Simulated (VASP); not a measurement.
# Se: electric field gradients with LDA

Se:

```xyz
2
Lattice="0.0000 2.9720 2.9720 2.9720 0.0000 2.9720 2.9720 2.9720 0.0000" Properties=species:S:1:pos:R:3 pbc="T T T"
Se   -0.4755   -1.0105   -1.0105
Se    0.4755    1.0105    1.0105
```

This cell differs from its parent crystal: shortest bond scaled by 0.64.

```json
{"Program": "VASP 6.6.1", "Task": "electric field gradients", "Functional": "LDA", "Potentials or basis": "VASP PAW LDA potentials, release 64 (Se)", "Cutoff": "520 eV", "k mesh": "9 × 9 × 9", "Occupations": "fermi-dirac, width 0.05 eV", "Spin": "no spin polarisation", "Dipole correction": "no", "Further INCAR settings": "ALGO = Normal; EDIFF = 1e-08; NBANDS = 13"}
```

```json
{
  "Pressure": "70.8 GPa",
  "Largest force": "41.051 eV/Å",
  "Band gap on the k mesh": "zero (bands 6 and 7 overlap by 2.34 eV)",
  "Largest electric field gradient by atom": "Se -263.7 V/Å²"
}
```

Forces on the atoms (eV/Å):
```
Se  -23.701  23.701  23.701
Se   23.701 -23.701 -23.701
```

Stress tensor (GPa, compression positive):
```
 70.82 -68.67 -68.67
-68.67  70.82  68.67
-68.67  68.67  70.82
```

Levels at points of the mesh, in eV from the Fermi level:
```
           k point  band 4  band 5  band 6  band 7  band 8  band 9
(0.00, 0.00, 0.00)   -5.32   -5.32   -0.94   -0.94    3.16    4.30
```

Electric field gradients, principal values (V/Å²):
| atom | least | middle | greatest (by size) |
| --- | --- | --- | --- |
| 1 Se | 131.864 | 131.865 | -263.729 |
| 2 Se | 131.864 | 131.865 | -263.729 |

It took 27 s on 1 thread of Intel(R) Xeon(R) Platinum 8488C (Sapphire Rapids), with other jobs on the host, peak memory 0.17 GiB.

Caveat: the cell differs from its parent crystal (shortest bond scaled by 0.64); atoms lie so close that the PAW spheres overlap strongly, which falsifies energies and pressures; the cell stands under pressure; without QUAD_EFG the Cq values of the log hold for a quadrupole moment of 1 mb, not for the nuclei; forces of over 1 eV/Å act on the atoms, so gaps and moduli don't describe the material at rest.
